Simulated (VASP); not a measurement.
Here is a VASP 6.6.1 calculation.

Contents of INCAR:

```
SYSTEM = Sn2GeO3
PREC     = Accurate       ! precision mode
ENCUT    = 1340           ! plane-wave cutoff, eV
EDIFF    = 1E-6           ! SCF threshold, eV
ISMEAR   = 0              ! smearing method
SIGMA    = 0.1            ! smearing width, eV
LREAL    = .FALSE.        ! projectors in reciprocal space
LASPH    = .TRUE.         ! aspherical terms in the spheres
NELM     = 120            ! most SCF steps
ALGO     = Normal         ! electronic algorithm
ISIF     = 2              ! what is computed and relaxed
LWAVE    = .FALSE.        ! write WAVECAR
LCHARG   = .FALSE.        ! write CHGCAR
GGA      = PE             ! functional
NBANDS   = 72             ! bands
GGA_COMPAT= .FALSE.
```

The input KPOINTS:

```
regular mesh
0
G
  4 4 2
  0 0 0
```

Contents of POSCAR:

```
Sn2GeO3
1.0
    3.7901648000      0.0000000000      0.0000000000
    0.0000000000      3.7901648000      0.0000000000
    0.0000000000      0.0000000000     14.7316261000
Sn Ge O
4 2 6
Direct
    0.0000000000      0.0000000000      0.0789740000
    0.0000000000      0.0000000000      0.4041910000
    0.0000000000      0.0000000000      0.7521350000
    0.5000000000      0.5000000000      0.5909760000
    0.5000000000      0.5000000000      0.2571000000
    0.5000000000      0.5000000000      0.9315280000
    0.0000000000      0.5000000000      0.9979800000
    0.0000000000      0.5000000000      0.3234580000
    0.0000000000      0.5000000000      0.6711100000
    0.5000000000      0.0000000000      0.9979800000
    0.5000000000      0.0000000000      0.3234580000
    0.5000000000      0.0000000000      0.6711100000
```

Potentials or basis: VASP PAW PBE potentials, release 64 (Sn_d, Ge_d, O_h).

Run with:

```bash
$ cat potpaw_PBE.64/Sn_d/POTCAR potpaw_PBE.64/Ge_d/POTCAR potpaw_PBE.64/O_h/POTCAR > POTCAR
$ mpirun -np 1 vasp_std > vasp.out
```

(1) What does it give for the band gap on the k mesh?

(2) Estimate the largest force.

(3) Predict the pressure.

Answers

(1) 0.95 eV (least direct gap 1.49 eV).

(2) 0.070 eV/Å.

(3) 0.2 GPa.

Caveat: spin-orbit coupling is left out, which moves the levels of the heavy elements.
